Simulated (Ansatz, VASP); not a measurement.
## GaN: VASP beside Ansatz

Contents of INCAR:

```
ALGO = Normal
EDIFF = 1E-7
ENCUT = 520
GGA = PE
ISIF = 2
ISMEAR = -1
LASPH = True
LCHARG = True
LELF = True
LREAL = False
LVHAR = True
LWAVE = False
NBANDS = 16
NELM = 80
PREC = Accurate
SIGMA = 0.02
```

File KPOINTS:

```
k-points
0
Gamma
  10 10 10
```

Contents of POSCAR:

```
GaN
1.0
    0.0000000000      2.1344808572      2.1344808572
    2.1344808572      0.0000000000      2.1344808572
    2.1344808572      2.1344808572      0.0000000000
Ga N
1 1
Direct
    0.0000000000      0.0000000000      0.0000000000
    0.2500000000      0.2500000000      0.2500000000
```

Input for Ansatz:

```yaml
crystal:
  lattice:
    - [0.0, 2.1344808572, 2.1344808572]
    - [2.1344808572, 0.0, 2.1344808572]
    - [2.1344808572, 2.1344808572, 0.0]
  atoms:
    - { symbol: Ga, position: [0.0, 0.0, 0.0] }
    - { symbol: "N", position: [0.25, 0.25, 0.25] }
kpoints:
  mp_grid: { grid: [10, 10, 10] }
  band_path:
    path:
      - [0.0, 0.0, 0.0]
      - [-0.5, -0.5, 0.0]
      - [-0.375, -0.375, 0.25]
      - [-0.375, 0.0, 0.375]
      - [0.0, 0.0, 0.5]
      - [-0.5, -0.25, 0.25]
    npoints: 1
hamiltonian:
  xc: pbe
scf:
  occupations: { method: fermi_dirac, width: 0.02 }
  n_extra_bands: 4
output:
  forces: true
  stress: true
  eigenvalues: true
```

Change from the starting cell: hydrostatic strain -5.1%.

Alike in both runs: task single point; functional PBE; k mesh 10 × 10 × 10; occupations fermi-dirac, width 0.02 eV; no spin polarisation.

```csv
,VASP,Ansatz
version,VASP 6.6.1,Ansatz 0.2.0
potentials or method,"VASP PAW PBE potentials, release 64 (Ga_d, N)","plane waves, PAW"
plane-wave cutoff (eV),520,420
valence electrons in the cell,18,18
```

```tsv
	VASP	Ansatz	Ansatz less VASP
gap on the k mesh at the Fermi level (eV)	2.77	2.75	-0.022
pressure (GPa)	49.3	49.6	+0.35
```

Both programs put the cell under a high pressure, so it lies far from rest at this level.
